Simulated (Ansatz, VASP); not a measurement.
One calculation of Tl, two programs

Contents of INCAR:

```
PREC = Accurate
ENCUT = 520
EDIFF = 1E-6
ISMEAR = -1
SIGMA = 0.1
LREAL = F
LASPH = T
NELM = 80
ALGO = Normal
ISIF = 2
LWAVE = F
LCHARG = F
GGA = CA
NBANDS = 12
```

File KPOINTS:

```
regular mesh
0
Gamma
  13 13 13
```

File POSCAR:

```
Tl
1.0
    0.0000000000      2.3846921351      2.3846921351
    2.3846921351      0.0000000000      2.3846921351
    2.3846921351      2.3846921351      0.0000000000
Tl
1
Direct
    0.0000000000      0.0000000000      0.0000000000
```

Input for Ansatz:

```yaml
crystal:
  lattice:
    - [0.0, 2.3846921351, 2.3846921351]
    - [2.3846921351, 0.0, 2.3846921351]
    - [2.3846921351, 2.3846921351, 0.0]
  atoms:
    - { symbol: Tl, position: [0.0, 0.0, 0.0] }
hamiltonian:
  xc: lda
  pseudopotentials:
    kind: paw
    azcp:
      Tl: "pseudopotentials/Tl.paw.azcp"
basis:
  ecutwfc: 420
  fft_grid_basis: typed
kpoints:
  mp_grid: { grid: [13, 13, 13], shift: [0, 0, 0] }
magnetization:
  spin_polarized: false
scf:
  occupations: { method: fermi_dirac, width: 0.1 }
  lower_state_search: "off"
output:
  stress: true
```

Alike in both runs: task single point; functional LDA; k mesh 13 × 13 × 13; occupations fermi-dirac, width 0.1 eV; no spin polarisation.

```csv
,VASP,Ansatz
version,VASP 6.6.1,Ansatz 0.2.0
potentials or method,"VASP PAW LDA potentials, release 64 (Tl_d), cutoff 520 eV","plane waves (420 eV) with PAW, scalar-relativistic"
valence electrons in the cell,13,13
```

|  | VASP | Ansatz | Ansatz less VASP |
| --- | --- | --- | --- |
| pressure (GPa) | 0.0 | 0.0 | -0.08 |

Ansatz warns that its potentials were made for another functional, while VASP's fit it. LDA's correlation is that of Perdew and Zunger in VASP and of Perdew and Wang (1992) in Ansatz.

Neither program's run includes spin-orbit coupling.
